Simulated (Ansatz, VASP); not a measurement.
## Two plane-wave programs on BaS

```
Ba S
1.0
     0.00000    3.19375    3.19375
     3.19375    0.00000    3.19375
     3.19375    3.19375    0.00000
Ba S
1 1
Cartesian
  0.0000 0.0000 0.0000
  3.1938 3.1938 3.1938
```

Alike in both runs: task relaxation of cell and atoms; functional PBEsol; k mesh 8 × 8 × 8; occupations fermi-dirac, width 0.02 eV; no spin polarisation.

|  | VASP | Ansatz |
| --- | --- | --- |
| version | VASP 6.6.1 | Ansatz 0.2.0 |
| potentials or method | VASP PAW PBE potentials, release 64 (Ba_sv, S), cutoff 600 eV | PAW plane waves |
| valence electrons in the cell | 16 | 16 |

|  | VASP | Ansatz | Ansatz less VASP |
| --- | --- | --- | --- |
| gap on the k mesh at the Fermi level, each at its own relaxed structure (eV) | 1.96 | 2.04 | +0.078 |
| relaxed volume (Å³/atom) | 32.20 | 31.74 | -0.456 |
| relaxed length of the cell vector where the two differ most in proportion (Å) | 4.499 | 4.478 | -0.0214 |

VASP's potentials were made for PBE, not for PBEsol, and Ansatz warns of the same on its side.

Spin-orbit coupling is off throughout.
